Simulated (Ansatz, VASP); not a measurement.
# Two plane-wave programs on PbO2

```
Pb O
1.0
     5.03049    0.00000    0.00000
     0.00000    5.03049    0.00000
     0.00000    0.00000    3.43989
Pb O
2 4
Direct
  0.00000 0.00000 0.00000
  0.50000 0.50000 0.50000
  0.30751 0.30751 0.00000
  0.19249 0.80751 0.50000
  0.69249 0.69249 0.00000
  0.80751 0.19249 0.50000
```

Alike in both runs: functional PBE; dispersion D3(BJ); k mesh 8 × 8 × 10; occupations gaussian, width 0.1 eV; no spin polarisation.

Ansatz relaxed the structure, and its values are those at the end. VASP's run is a single point on that final structure, the one shown.

|  | VASP | Ansatz |
| --- | --- | --- |
| version | VASP 6.6.1 | Ansatz 0.2.0 |
| potentials or method | VASP PAW PBE potentials, release 64 (Pb_d, O), cutoff 520 eV | scalar-relativistic, plane waves, PAW |
| valence electrons in the cell | 52 | 52 |

```tsv
	VASP	Ansatz	Ansatz less VASP
pressure (GPa)	0.2	0.0	-0.24
rms of the force components (eV/Å)	0.004	0.000	-0.0043
```

Neither program's run includes spin-orbit coupling.
